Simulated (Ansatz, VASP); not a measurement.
**One calculation of Sr2NbO2, two programs**

Contents of INCAR:

```
SYSTEM = Sr2NbO2
ALGO = Normal
EDIFF = 1E-6
EDIFFG = -0.04
ENCUT = 600
GGA = PE
IBRION = 2
ISIF = 3
ISMEAR = 0
ISPIN = 2
LASPH = .TRUE.
LCHARG = .FALSE.
LMAXMIX = 4
LORBIT = 11
LREAL = .FALSE.
LWAVE = .FALSE.
MAGMOM = 0 0 0 0 0
NELM = 150
NSW = 90
PREC = Accurate
SIGMA = 0.1
```

File KPOINTS:

```
k-points
0
G
  6 6 6
  0 0 0
```

The input POSCAR:

```
Sr2NbO2
1.0
   -2.4485679200      2.4485679200      3.7782849200
    2.4485679200     -2.4485679200      3.7782849200
    2.4485679200      2.4485679200     -3.7782849200
Sr Nb O
2 1 2
Direct
    0.7500000000      0.2500000000      0.5000000000
    0.2500000000      0.7500000000      0.5000000000
    0.0000000000      0.0000000000      0.0000000000
    0.5000000000      0.0000000000      0.5000000000
    0.0000000000      0.5000000000      0.5000000000
```

Input for Ansatz:

```yaml
crystal:
  lattice:
    - [-2.44856792, 2.44856792, 3.77828492]
    - [2.44856792, -2.44856792, 3.77828492]
    - [2.44856792, 2.44856792, -3.77828492]
  atoms:
    - { symbol: Sr, position: [0.75, 0.25, 0.5] }
    - { symbol: Sr, position: [0.25, 0.75, 0.5] }
    - { symbol: Nb, position: [0.0, 0.0, 0.0] }
    - { symbol: O, position: [0.5, 0.0, 0.5] }
    - { symbol: O, position: [0.0, 0.5, 0.5] }
basis:
  ecutwfc: 420
kpoints:
  mp_grid: { grid: [6, 6, 6] }
hamiltonian:
  xc: pbe
scf:
  occupations: { method: gaussian, width: 0.1 }
  lower_state_search: "off"
output:
  forces: true
  stress: true
  eigenvalues: true
  populations: true
magnetization:
  spin_polarized: true
relax:
  adjacent_minimum: "off"
  f_tol: 0.04
  max_steps: 70
  cell: { stress_tol: 0.4 }
```

Alike in both runs: task relaxation of cell and atoms; functional PBE; k mesh 6 × 6 × 6; occupations gaussian, width 0.1 eV; collinear spin.

```csv
,VASP,Ansatz
version,VASP 6.6.1,Ansatz 0.2.0
potentials or method,"VASP PAW PBE potentials, release 64 (Sr_sv, Nb_sv, O), cutoff 600 eV","scalar-relativistic, plane waves, PAW"
valence electrons in the cell,45,45
```

Ansatz gave:

```
gap on the k mesh at the Fermi level, each at its own relaxed structure (eV) : none
net moment per atom (μB)                                                     : 0.00
relaxed volume (Å³/atom)                                                     : 19.49
relaxed cell length with the largest relative difference (Å)                 : 5.903
```

Which values does VASP return?

gap on the k mesh at the Fermi level, each at its own relaxed structure (eV): none; net moment per atom (μB): 0.00; relaxed volume (Å³/atom): 19.40; relaxed cell length with the largest relative difference (Å): 5.876.

A gap of «none» marks a metal or a gap that the smearing closes. Ansatz's warnings: no starting moments.
